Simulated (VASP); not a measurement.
Input of a VASP 6.6.1 run:

Contents of INCAR:

```
SYSTEM = LuCd
  ALGO = Normal
  EDIFF = 1E-6
  EDIFFG = -0.01
  ENCUT = 600
  GGA = CA
  IBRION = 2
  ISIF = 3
  ISMEAR = -1
  LASPH = .TRUE.
  LCHARG = .FALSE.
  LREAL = .FALSE.
  LWAVE = .FALSE.
  NELM = 100
  NSW = 80
  PREC = Accurate
  PSTRESS = 40.0
  SIGMA = 0.05
```

The input KPOINTS:

```
k-points
0
G
  8 8 8
  0 0 0
```

File POSCAR:

```
LuCd
1.0
    3.6409900000      0.0000000000      0.0000000000
    0.0000000000      3.6409900000      0.0000000000
    0.0000000000      0.0000000000      3.6409900000
Lu Cd
1 1
Direct
    0.5000000000      0.5000000000      0.5000000000
    0.0000000000      0.0000000000      0.0000000000
```

Potentials or basis: VASP PAW PBE potentials, release 64 (Lu, Cd).

Launch:

```bash
$ cat potpaw_PBE.64/Lu/POTCAR potpaw_PBE.64/Cd/POTCAR > POTCAR
$ mpirun -np 1 vasp_std > vasp.out
```

(1) Predict the space group after relaxing (to 0.1 Å).

(2) What does it give for the relaxed cell?

Answers

(1) Pm-3m (No. 221).

(2) a = 3.509 Å, b = 3.509 Å, c = 3.509 Å, α = 90.00°, β = 90.00°, γ = 90.00°.
